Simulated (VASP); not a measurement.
Set up this calculation in VASP 6.6.1, as the native input.

```
Task                   : single point
Functional             : PBE
Potentials or basis    : VASP PAW PBE potentials, release 64 (Ta_pv, N)
Cutoff                 : 520 eV
k mesh                 : 6 × 6 × 6
Occupations            : fermi-dirac, width 0.05 eV
Spin                   : no spin polarisation
Dipole correction      : no
Further INCAR settings : ALGO = Normal; EDIFF = 1e-06; NBANDS = 15
```

The structure of TaN lies in POSCAR:

```
TaN
1.0
    0.0000000000      2.1790013100      2.1790013100
    2.1790013100      0.0000000000      2.1790013100
    2.1790013100      2.1790013100      0.0000000000
Ta N
1 1
Direct
    0.5000000000      0.5000000000      0.5000000000
    0.0000000000      0.0000000000      0.0000000000
```

These files were run (other wordings do the same):

INCAR

```
ALGO     = Normal         # electronic algorithm
EDIFF    = 1E-6           # SCF threshold, eV
ENCUT    = 520            # plane-wave cutoff, eV
GGA      = PE             # functional
ISIF     = 2              # what is computed and relaxed
ISMEAR   = -1             # smearing method
LASPH    = T              # aspherical terms in the spheres
LCHARG   = T              # write CHGCAR
LELF     = T              # ELF
LREAL    = F              # projectors in reciprocal space
LVHAR    = T            
LWAVE    = F              # write WAVECAR
NBANDS   = 15             # bands
NELM     = 80             # most SCF steps
PREC     = Accurate       # precision mode
SIGMA    = 0.05           # smearing width, eV
```

KPOINTS

```
k-points
0
Gamma
  6 6 6
```

Potentials or basis: VASP PAW PBE potentials, release 64 (Ta_pv, N).

Launch:

```sh
$ cat potpaw_PBE.64/Ta_pv/POTCAR potpaw_PBE.64/N/POTCAR > POTCAR
$ mpirun -np 1 vasp_std > vasp.out
```

Results of the run:

* Pressure: 16.1 GPa
* Band gap on the k mesh: zero (bands 8 and 9 overlap by 4.17 eV)

Caveat: the k points lie up to 0.42 Å⁻¹ apart, too coarse for converged energies and pressures of a metal; spin-orbit coupling is left out, which moves the levels of the heavy elements.

It took 7.6 s on 1 thread of Intel(R) Xeon(R) Platinum 8259CL CPU @ 2.50GHz (Skylake/Cascade Lake) (shared host), peak memory 0.14 GiB.
